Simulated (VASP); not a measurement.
# NbSi15 (F-43m) in VASP: a series of runs

The runs below take NbSi15 through single point, with PBEsol+U.

Program: VASP 6.6.1. These are calculated values, not measurements. Logs are shortened: lines on timing, memory, paths and dates and some standing lists are left out, and cuts for length are marked.

**1. The cell of the first run**

It takes space group F-43m (No. 216, cubic). Conventional cell: a = 10.874 Å, b = 10.874 Å, c = 10.874 Å, α = 90.00°, β = 90.00°, γ = 90.00°. Nb (site symmetry -43m) has 4 Si at 2.47 Å within 3.3 Å. Si (site symmetry 2mm) has 4 Si at 2.33 to 2.34 Å within 3.1 Å. Si (site symmetry -43m) has 4 Si at 2.34 Å within 3.1 Å. Si (site symmetry 3m) has 3 Si at 2.33 Å and 1 Nb at 2.47 Å within 3.1 Å. Within 3.1 Å of Si (site symmetry 3m) lie 4 Si at 2.34 Å.

**2. Single point, PBEsol+U, collinear spin**

INCAR reads:

```
SYSTEM = NbSi15
PREC = Accurate
ENCUT = 500
EDIFF = 1E-6
ISMEAR = 0
SIGMA = 0.05
LREAL = .False.
LASPH = .True.
NELM = 200
ALGO = Normal
ISIF = 2
LWAVE = .False.
LCHARG = .True.
ISPIN = 2
MAGMOM = 0.57 0.01 0 0 0 0 0.01 0 -0.01 -0.01 -0.01 0 -0.01 0 0 0
LORBIT = 11
LMAXMIX = 4
LDAU = .True.
LDAUTYPE = 2
LDAUL = 2 -1
LDAUU = 2 0
LDAUJ = 0 0
LDAUPRINT = 1
GGA = PS
LELF = .True.
LVHAR = .True.
NBANDS = 54
GGA_COMPAT = .False.
```

KPOINTS reads:

```
Automatic mesh
0
Gamma
  3 3 3
  0 0 0
```

POSCAR reads:

```
NbSi15
1.0
    0.0000000000      5.4370000000      5.4370000000
    5.4370000000      0.0000000000      5.4370000000
    5.4370000000      5.4370000000      0.0000000000
Nb Si
1 15
Direct
    0.0000000000      1.0000000000      1.0000000000
    0.9977047786      0.9977047786      0.5022952214
    0.9977047786      0.5022952214      0.9977047786
    0.9977047786      0.5022952214      0.5022952214
    0.5022952214      0.9977047786      0.9977047786
    0.5022952214      0.9977047786      0.5022952214
    0.5022952214      0.5022952214      0.9977047786
    0.5000000000      0.5000000000      0.5000000000
    0.1309364374      0.1309364374      0.1309364374
    0.1309364374      0.1309364374      0.6071906879
    0.1309364374      0.6071906879      0.1309364374
    0.1264862411      0.6245045863      0.6245045863
    0.6071906879      0.1309364374      0.1309364374
    0.6245045863      0.1264862411      0.6245045863
    0.6245045863      0.6245045863      0.1264862411
    0.6245045863      0.6245045863      0.6245045863
```

Potentials or basis: VASP PAW PBE potentials, release 64 (Nb_sv, Si).

On the command line:

```bash
$ cat potpaw_PBE.64/Nb_sv/POTCAR potpaw_PBE.64/Si/POTCAR > POTCAR
$ mpirun -np 1 vasp_std > vasp.out
```

OUTCAR:

```text
SYSTEM = NbSi15
   PREC = Accurate
   ENCUT = 500
   EDIFF = 1E-6
   ISMEAR = 0
   LREAL = .False.
   LASPH = .True.
   NELM = 200
   ISIF = 2
   ISPIN = 2
   LORBIT = 11
   GGA = PS

 ion  position               nearest neighbor table
   1  0.000  0.000  0.000-  10 2.47  11 2.47  13 2.47   9 2.47
   2  0.998  0.998  0.502-   9 2.33  10 2.33  12 2.34  14 2.34
   3  0.998  0.502  0.998-   9 2.33  11 2.33  12 2.34  15 2.34
   4  0.998  0.502  0.502-  10 2.33  11 2.33  12 2.34  16 2.34
   5  0.502  0.998  0.998-   9 2.33  13 2.33  14 2.34  15 2.34
   6  0.502  0.998  0.502-  10 2.33  13 2.33  14 2.34  16 2.34
[... 8 lines left out ...]
  15  0.625  0.625  0.126-   7 2.34   5 2.34   3 2.34   8 2.34
  16  0.625  0.625  0.625-   4 2.34   6 2.34   7 2.34   8 2.34

  LATTYP: Found a face centered cubic cell.
 ALAT       =    10.8740000000

  Lattice vectors:

 A1 = (   0.0000000000,   5.4370000000,   5.4370000000)
 A2 = (   5.4370000000,   0.0000000000,   5.4370000000)
 A3 = (   5.4370000000,   5.4370000000,   0.0000000000)

Analysis of symmetry for initial positions (statically):
=====================================================================
 Subroutine PRICEL returns:
 Original cell was already a primitive cell.

 Routine SETGRP: Setting up the symmetry group for a
 face centered cubic supercell.

 Subroutine GETGRP returns: Found 24 space group operations
 (whereof 24 operations were pure point group operations)
 out of a pool of 48 trial point group operations.

The static configuration has the point symmetry T_d .

Analysis of symmetry for dynamics (positions and initial velocities):
=====================================================================
 Subroutine PRICEL returns:
 Original cell was already a primitive cell.

 Routine SETGRP: Setting up the symmetry group for a
 face centered cubic supercell.

 Subroutine GETGRP returns: Found 24 space group operations
 (whereof 24 operations were pure point group operations)
 out of a pool of 48 trial point group operations.

The dynamic configuration has the point symmetry T_d .

Analysis of structural, dynamic, and magnetic symmetry:
=====================================================================
 Subroutine PRICEL returns:
 Original cell was already a primitive cell.

 Routine SETGRP: Setting up the symmetry group for a
 face centered cubic supercell.

 Subroutine GETGRP returns: Found  8 space group operations
 (whereof  8 operations were pure point group operations)
 out of a pool of 48 trial point group operations.

The overall configuration has the point symmetry D_2d.

 Subroutine INISYM returns: Found  8 space group operations
 (whereof  8 operations are pure point group operations),
 and found     1 'primitive' translations

----------------------------------------------------------------------------------------

                                     Primitive cell

  volume of cell :     321.4460

  direct lattice vectors                    reciprocal lattice vectors
     0.000000000  5.437000000  5.437000000    -0.091962479  0.091962479  0.091962479
     5.437000000  0.000000000  5.437000000     0.091962479 -0.091962479  0.091962479
     5.437000000  5.437000000  0.000000000     0.091962479  0.091962479 -0.091962479

  length of vectors
     7.689079139  7.689079139  7.689079139     0.159283687  0.159283687  0.159283687

  position of ions in fractional coordinates (direct lattice)
     0.000000000  0.000000000  0.000000000
     0.997704779  0.997704779  0.502295221
     0.997704779  0.502295221  0.997704779
     0.997704779  0.502295221  0.502295221
     0.502295221  0.997704779  0.997704779
     0.502295221  0.997704779  0.502295221
[... 8 lines left out ...]
     0.624504586  0.624504586  0.126486241
     0.624504586  0.624504586  0.624504586

  ion indices of the primitive-cell ions
   primitive index   ion index
                 1           1
                 2           2
                 3           3
                 4           4
                 5           5
                 6           6
[... 96 lines left out ...]
   LEPSILON=     F    determine dielectric tensor
   LRPA    =     F    only Hartree local field effects (RPA)
 spin polarized calculation
 Gauss-broadening in eV      SIGMA  =   0.05
  energy-cutoff  :      500.00
  volume of cell :      321.45
 maximum number of plane-waves:      8170
   NGX = 29   NGY = 29   NGZ = 29

atom =   1  type =  1  l = 2

 onsite density matrix

spin component  1

  0.3197  0.0000  0.0000 -0.0000  0.0000
  0.0000  0.3197 -0.0000  0.0000  0.0000
  0.0000 -0.0000  0.1941 -0.0000  0.0000
 -0.0000  0.0000 -0.0000  0.3197  0.0000
  0.0000  0.0000  0.0000  0.0000  0.1950

spin component  2

  0.3005  0.0000  0.0000 -0.0000 -0.0000
  0.0000  0.3005  0.0000  0.0000 -0.0000
  0.0000  0.0000  0.1061 -0.0000  0.0000
 -0.0000  0.0000 -0.0000  0.3005 -0.0000
 -0.0000 -0.0000  0.0000 -0.0000  0.1059

 occupancies and eigenvectors

  o =  0.1059  v =  0.0000  0.0000  0.0000  0.0000  0.0000  0.0000 -0.0000 -0.0000 -0.0000 -1.0000      0.0000  0.0000  0.0000  0.0000  0.0000  0.0000  0.0000  0.0000  0.0000  0.0000
  o =  0.1061  v =  0.0000  0.0000  0.0000  0.0000  0.0000  0.0000  0.0000 -1.0000 -0.0000  0.0000      0.0000  0.0000  0.0000  0.0000  0.0000  0.0000  0.0000  0.0000  0.0000  0.0000
  o =  0.1941  v =  0.0000  0.0000 -1.0000 -0.0000 -0.0000  0.0000  0.0000  0.0000  0.0000  0.0000      0.0000  0.0000  0.0000  0.0000  0.0000  0.0000  0.0000  0.0000  0.0000  0.0000
  o =  0.1950  v =  0.0000  0.0000  0.0000  0.0000 -1.0000  0.0000  0.0000  0.0000  0.0000  0.0000      0.0000  0.0000  0.0000  0.0000  0.0000  0.0000  0.0000  0.0000  0.0000  0.0000
  o =  0.3005  v =  0.0000  0.0000  0.0000  0.0000  0.0000  1.0000  0.0000  0.0000  0.0000  0.0000      0.0000  0.0000  0.0000  0.0000  0.0000  0.0000  0.0000  0.0000  0.0000  0.0000
  o =  0.3005  v =  0.0000  0.0000  0.0000  0.0000  0.0000  0.0000 -0.7448  0.0000 -0.6673  0.0000      0.0000  0.0000  0.0000  0.0000  0.0000  0.0000  0.0000  0.0000  0.0000  0.0000
  o =  0.3005  v =  0.0000  0.0000  0.0000  0.0000  0.0000  0.0000 -0.6673 -0.0000  0.7448  0.0000      0.0000  0.0000  0.0000  0.0000  0.0000  0.0000  0.0000  0.0000  0.0000  0.0000
  o =  0.3197  v =  1.0000  0.0000  0.0000  0.0000  0.0000  0.0000  0.0000  0.0000  0.0000  0.0000      0.0000  0.0000  0.0000  0.0000  0.0000  0.0000  0.0000  0.0000  0.0000  0.0000
  o =  0.3197  v =  0.0000 -0.9532 -0.0000  0.3024 -0.0000  0.0000  0.0000  0.0000  0.0000  0.0000      0.0000  0.0000  0.0000  0.0000  0.0000  0.0000  0.0000  0.0000  0.0000  0.0000
  o =  0.3197  v =  0.0000 -0.3024  0.0000 -0.9532 -0.0000  0.0000  0.0000  0.0000  0.0000  0.0000      0.0000  0.0000  0.0000  0.0000  0.0000  0.0000  0.0000  0.0000  0.0000  0.0000

 number of electron      73.0000002 magnetization       0.4074314

 Free energy of the ion-electron system (eV)
  ---------------------------------------------------
  ext. energy  EPLUGINS =         0.00000000
  ---------------------------------------------------
  free energy    TOTEN  =       -91.89963268 eV

  energy without entropy =      -91.88748833  energy(sigma->0) =      -91.89356050

 E-fermi :   6.2677     XC(G=0):  -9.6970

 val. band max:        6.2624263704   @ k =   0.3333   0.0000   0.0000
 cond. band min:       6.3020664841   @ k =   0.0000  -0.3333   0.3333
 fundamental gap:      0.0396401137
 Fermi energy:         6.2677327760

 spin component 1

 k-point     1 :       0.0000    0.0000    0.0000
  band No.  band energies     occupation
      1     -48.9166      1.00000
      2     -25.0670      1.00000
      3     -25.0668      1.00000
      4     -25.0668      1.00000
      5      -5.9008      1.00000
      6      -3.7074      1.00000
[... 295 lines left out ...]
     47       9.2603      0.00000
     48       9.3911      0.00000
 Fermi energy:         6.2677327760

 spin component 2

 k-point     1 :       0.0000    0.0000    0.0000
  band No.  band energies     occupation
      1     -48.7585      1.00000
      2     -24.8867      1.00000
      3     -24.8857      1.00000
      4     -24.8857      1.00000
      5      -5.8949      1.00000
      6      -3.7019      1.00000
[... 295 lines left out ...]
     47       9.2646      0.00000
     48       9.3992      0.00000
 [bands above 48 left out]

------------------------ aborting loop because EDIFF is reached ----------------------------------------

  FORCE on cell =-STRESS in cart. coord.  units (eV):
  Direction    XX          YY          ZZ          XY          YZ          ZX
  --------------------------------------------------------------------------------------
  -------------------------------------------------------------------------------------
  Total        4.9076709      4.9076709      4.9163144      0.0000000      0.0000000     -0.0000000
  in kB       24.4612146     24.4612146     24.5042962      0.0000000      0.0000000     -0.0000000
  external PRESSURE =      24.4755751 kB  Pullay stress =       0.0000000 kB

 VOLUME and BASIS-vectors are now :
 -----------------------------------------------------------------------------
  energy-cutoff  :      500.00
  volume of cell :      321.45
      direct lattice vectors                 reciprocal lattice vectors
     0.000000000  5.437000000  5.437000000    -0.091962479  0.091962479  0.091962479
     5.437000000  0.000000000  5.437000000     0.091962479 -0.091962479  0.091962479
     5.437000000  5.437000000  0.000000000     0.091962479  0.091962479 -0.091962479

 POSITION                                       TOTAL-FORCE (eV/Angst)
 -----------------------------------------------------------------------------------
      0.00000      0.00000      0.00000         0.000000     -0.000000      0.000000
      8.15550      8.15550     10.84904         0.000000     -0.000000     -0.045269
      8.15550     10.84904      8.15550         0.000000     -0.044968      0.000000
      5.46196      8.15550      8.15550         0.044968     -0.000000      0.000000
     10.84904      8.15550      8.15550        -0.044968     -0.000000      0.000000
      8.15550      5.46196      8.15550         0.000000      0.044968      0.000000
[... 8 lines left out ...]
      4.08314      4.08314      6.79086         0.011280      0.011280     -0.011386
      6.79086      6.79086      6.79086        -0.011280     -0.011280     -0.011386
 -----------------------------------------------------------------------------------
    total drift:                                0.000001      0.000001      0.000000

  FREE ENERGIE OF THE ION-ELECTRON SYSTEM (eV)
  ---------------------------------------------------
  free  energy   TOTEN  =       -91.8996326795 eV

  energy  without entropy=      -91.8874883271  energy(sigma->0) =      -91.89356050

 total charge

# of ion       s       p       d       tot
------------------------------------------
    1        2.239   5.969   2.430  10.638
    2        0.758   0.931   0.000   1.688
    3        0.758   0.931   0.000   1.688
    4        0.758   0.931   0.000   1.688
    5        0.758   0.931   0.000   1.688
    6        0.758   0.931   0.000   1.688
[... 8 lines left out ...]
   15        0.751   0.942   0.000   1.692
   16        0.751   0.942   0.000   1.692
--------------------------------------------------
tot         13.617  20.142   2.430  36.189

 magnetization (x)

# of ion       s       p       d       tot
------------------------------------------
    1        0.003   0.001   0.232   0.236
    2        0.002   0.001   0.000   0.003
    3        0.002   0.001   0.000   0.003
    4        0.002   0.001   0.000   0.003
    5        0.002   0.001   0.000   0.003
    6        0.002   0.001   0.000   0.003
[... 8 lines left out ...]
   15       -0.000   0.000   0.000  -0.000
   16       -0.000   0.000   0.000  -0.000
--------------------------------------------------
tot          0.007   0.004   0.232   0.243
```

It took 3.8 min on 1 thread of Oxide Virtual Turin-like, shared host; peak memory 0.57 GiB.

Results:

```yaml
Free_energy: -91.8996 eV
Pressure: 2.4 GPa
Largest_force: 0.067 eV/Å
Net_moment: 0.41 μB per cell
Site_moments: Nb +0.24; Si +0.00, -0.00 (each value once) μB
Valence_electrons_inside_the_program's_atomic_spheres: Nb 10.64; Si 1.69, 1.74 (each value once)
```

Forces on the atoms (eV/Å):
```
Nb   0.000  0.000  0.000
Si   0.000  0.000 -0.045
Si   0.000 -0.045  0.000
Si   0.045  0.000  0.000
Si  -0.045  0.000  0.000
Si   0.000  0.045  0.000
Si   0.000  0.000  0.045
Si   0.000  0.000  0.000
Si   0.039  0.039  0.039
Si  -0.039 -0.039  0.039
Si  -0.039  0.039 -0.039
Si  -0.011  0.011  0.011
Si   0.039 -0.039 -0.039
Si   0.011 -0.011  0.011
Si   0.011  0.011 -0.011
Si  -0.011 -0.011 -0.011
```

Levels at points of the mesh, in eV from the Fermi level:
Spin up:
```csv
k point,band 35,band 36,band 37,band 38,band 39,band 40
"(0.00, 0.00, 0.00)",-0.78,-0.78,-0.77,-0.77,0.36,0.56
```
Spin down:
```
           k point  band 34  band 35  band 36  band 37  band 38  band 39
(0.00, 0.00, 0.00)    -0.77    -0.77    -0.77    -0.57    -0.57     0.36
```

Eigenvalues of the final occupation matrices:
| site | spin | trace | eigenvalues |
| --- | --- | --- | --- |
| site 1 d | 1 | 1.35 | 0.19 0.20 0.32 0.32 0.32 |
| site 1 d | 2 | 1.11 | 0.11 0.11 0.30 0.30 0.30 |

Caveat: the PAW data sets were made with another functional, which shifts forces and pressure a little; the U is typed as a test and isn't derived for this compound.

**3. Single point, PBEsol+U, collinear spin**

INCAR reads:

```
SYSTEM = NbSi15
ALGO = Normal
EDIFF = 1E-6
ENCUT = 500
GGA = PS
GGA_COMPAT = .FALSE.
ISIF = 2
ISMEAR = 0
ISPIN = 2
LASPH = .TRUE.
LCHARG = .FALSE.
LDAU = .TRUE.
LDAUJ = 0 0
LDAUL = 2 -1
LDAUPRINT = 1
LDAUTYPE = 2
LDAUU = 2 0
LMAXMIX = 4
LORBIT = 11
LREAL = .FALSE.
LWAVE = .FALSE.
MAGMOM = 0.61 0.01 0 0 0 0 0.01 0 -0.01 -0.01 -0.01 0 -0.01 0 0 0
NBANDS = 54
NELM = 200
NUPDOWN = 1.0
PREC = Accurate
SIGMA = 0.05
```

KPOINTS reads:

```
k-points
0
G
  3 3 3
  0 0 0
```

POSCAR is that of step 2.

Potentials or basis: VASP PAW PBE potentials, release 64 (Nb_sv, Si).

On the command line:

```bash
$ cat potpaw_PBE.64/Nb_sv/POTCAR potpaw_PBE.64/Si/POTCAR > POTCAR
$ mpirun -np 1 vasp_std > vasp.out
```

Wall time 4.3 min (1 thread of Oxide Virtual Turin-like, shared host); peak memory 0.57 GiB.

It converged, with:

```
Free energy                                           : -91.8458 eV
Pressure                                              : 2.6 GPa
Largest force                                         : 0.086 eV/Å
Net moment                                            : 1.00 μB per cell
Site moments                                          : Nb +0.55; Si +0.01, -0.00, -0.01, +0.00 (each value once) μB
Valence electrons inside the program's atomic spheres : Nb 10.66; Si 1.69, 1.74 (each value once)
```

Forces in eV/Å, atoms in the order of the input:
```
Nb   0.000  0.000  0.000
Si   0.000  0.000  0.023
Si   0.000  0.023  0.000
Si  -0.023  0.000  0.000
Si   0.023  0.000  0.000
Si   0.000 -0.023  0.000
Si   0.000  0.000 -0.023
Si   0.000  0.000  0.000
Si   0.050  0.050  0.050
Si  -0.050 -0.050  0.050
Si  -0.050  0.050 -0.050
Si   0.002 -0.002 -0.002
Si   0.050 -0.050 -0.050
Si  -0.002  0.002 -0.002
Si  -0.002 -0.002  0.002
Si   0.002  0.002  0.002
```

Eigenvalues of the final occupation matrices:
| site | spin | trace | eigenvalues |
| --- | --- | --- | --- |
| site 1 d | 1 | 1.51 | 0.26 0.26 0.33 0.33 0.33 |
| site 1 d | 2 | 0.97 | 0.06 0.06 0.28 0.28 0.28 |

Caveat: the PAW data sets were made with another functional, which shifts forces and pressure a little; the total moment is fixed, so each spin has its own Fermi level and the state may be an excited one; the U is typed as a test and isn't derived for this compound.
